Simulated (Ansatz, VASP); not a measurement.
# Two plane-wave programs on ScB4

The input INCAR:

```
PREC = Accurate ; ENCUT = 600
EDIFF = 1E-7 ; ISMEAR = 0
SIGMA = 0.1 ; LREAL = F
LASPH = T ; NELM = 60
ALGO = Normal ; ISIF = 3
LWAVE = F ; LCHARG = F
GGA = PE ; IBRION = 2
NSW = 90 ; EDIFFG = -0.04
```

File KPOINTS:

```
regular mesh
0
Gamma
  6 6 4
```

File POSCAR:

```
ScB4
1.0
    3.3662634100      0.0000000000      0.0000000000
    0.0000000000      3.3662634100      0.0000000000
    0.0000000000      0.0000000000      4.1476541300
Sc B
1 4
Direct
    0.0000000000      0.0000000000      0.5000000000
    0.5000000000      0.0000000000      0.0000000000
    0.0000000000      0.5000000000      0.0000000000
    0.5000000000      0.5000000000      0.0000000000
    0.5000000000      0.5000000000      0.5000000000
```

Input for Ansatz:

```yaml
crystal:
  lattice:
    - [3.36626341, 0.0, 0.0]
    - [0.0, 3.36626341, 0.0]
    - [0.0, 0.0, 4.14765413]
  atoms:
    - { symbol: Sc, position: [0.0, 0.0, 0.5] }
    - { symbol: B, position: [0.5, 0.0, 0.0] }
    - { symbol: B, position: [0.0, 0.5, 0.0] }
    - { symbol: B, position: [0.5, 0.5, 0.0] }
    - { symbol: B, position: [0.5, 0.5, 0.5] }
basis:
  ecutwfc: 420
kpoints:
  mp_grid: { grid: [6, 6, 4] }
hamiltonian:
  xc: pbe
scf:
  occupations: { method: gaussian, width: 0.1 }
  lower_state_search: "off"
output:
  forces: true
  stress: true
  eigenvalues: true
relax:
  adjacent_minimum: "off"
  f_tol: 0.04
  max_steps: 70
  cell: { stress_tol: 0.4 }
```

Alike in both runs: task relaxation of cell and atoms; functional PBE; k mesh 6 × 6 × 4; occupations gaussian, width 0.1 eV; no spin polarisation.

|  | VASP | Ansatz |
| --- | --- | --- |
| version | VASP 6.6.1 | Ansatz 0.2.0 |
| potentials or method | VASP PAW PBE potentials, release 64 (Sc_sv, B), cutoff 600 eV | scalar-relativistic, plane waves, PAW |
| valence electrons in the cell | 23 | 23 |

Ansatz gave:

| Item | Value |
| --- | --- |
| gap on the k mesh at the Fermi level, each at its own relaxed structure (eV) | none |
| relaxed volume (Å³/atom) | 9.75 |
| relaxed cell length with the largest relative difference (Å) | 4.381 |

Question: Estimate VASP's values.

Answer: gap on the k mesh at the Fermi level, each at its own relaxed structure (eV): none; relaxed volume (Å³/atom): 9.78; relaxed cell length with the largest relative difference (Å): 4.395.

A gap of «none» marks a metal or a gap that the smearing closes.

The k mesh is coarse, so the values compare programs but aren't converged.
